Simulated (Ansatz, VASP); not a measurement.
## W in VASP and in Ansatz

File INCAR:

```
  PREC = Accurate
  ENCUT = 520
  EDIFF = 1E-6
  ISMEAR = 0
  SIGMA = 0.15
  LREAL = False
  LASPH = True
  NELM = 100
  ALGO = Fast
  ISIF = 2
  LWAVE = False
  LCHARG = True
  GGA = PS
  LELF = True
  LVHAR = True
  NBANDS = 66
```

The input KPOINTS:

```
regular mesh
0
Gamma
  8 8 8
```

POSCAR

```
W
1.0
    5.0320434148      0.0000000000      0.0000000000
    0.0000000000      5.0320434148      0.0000000000
    0.0000000000      0.0000000000      5.0320434148
W
8
Direct
    0.0000000000      0.0000000000      0.0000000000
    0.5000000000      0.5000000000      0.5000000000
    0.0000000000      0.5000000000      0.2500000000
    0.0000000000      0.5000000000      0.7500000000
    0.2500000000      0.0000000000      0.5000000000
    0.7500000000      0.0000000000      0.5000000000
    0.5000000000      0.7500000000      0.0000000000
    0.5000000000      0.2500000000      0.0000000000
```

Input for Ansatz:

```yaml
crystal:
  lattice:
    - [5.0320434148, 0.0, 0.0]
    - [0.0, 5.0320434148, 0.0]
    - [0.0, 0.0, 5.0320434148]
  atoms:
    - { symbol: W, position: [0.0, 0.0, 0.0] }
    - { symbol: W, position: [0.5, 0.5, 0.5] }
    - { symbol: W, position: [0.0, 0.5, 0.25] }
    - { symbol: W, position: [0.0, 0.5, 0.75] }
    - { symbol: W, position: [0.25, 0.0, 0.5] }
    - { symbol: W, position: [0.75, 0.0, 0.5] }
    - { symbol: W, position: [0.5, 0.75, 0.0] }
    - { symbol: W, position: [0.5, 0.25, 0.0] }
basis:
  ecutwfc: 420
kpoints:
  mp_grid: { grid: [8, 8, 8] }
hamiltonian:
  xc: pbesol
scf:
  occupations: { method: gaussian, width: 0.15 }
output:
  forces: true
  stress: true
  eigenvalues: true
```

Alike in both runs: task single point; functional PBEsol; k mesh 8 × 8 × 8; occupations gaussian, width 0.15 eV; no spin polarisation.

|  | VASP | Ansatz |
| --- | --- | --- |
| version | VASP 6.6.1 | Ansatz 0.2.0 |
| potentials or method | VASP PAW PBE potentials, release 64 (W_sv), cutoff 520 eV | scalar-relativistic, plane waves, PAW |
| valence electrons in the cell | 112 | 112 |

|  | VASP | Ansatz | Ansatz less VASP |
| --- | --- | --- | --- |
| gap on the k mesh at the Fermi level (eV) | none | none | - |
| pressure (GPa) | 0.7 | 0.0 | -0.75 |

VASP's potentials were made for PBE, not for PBEsol. A gap of «none» marks a metal or a gap that the smearing closes.

Spin-orbit coupling is off throughout.
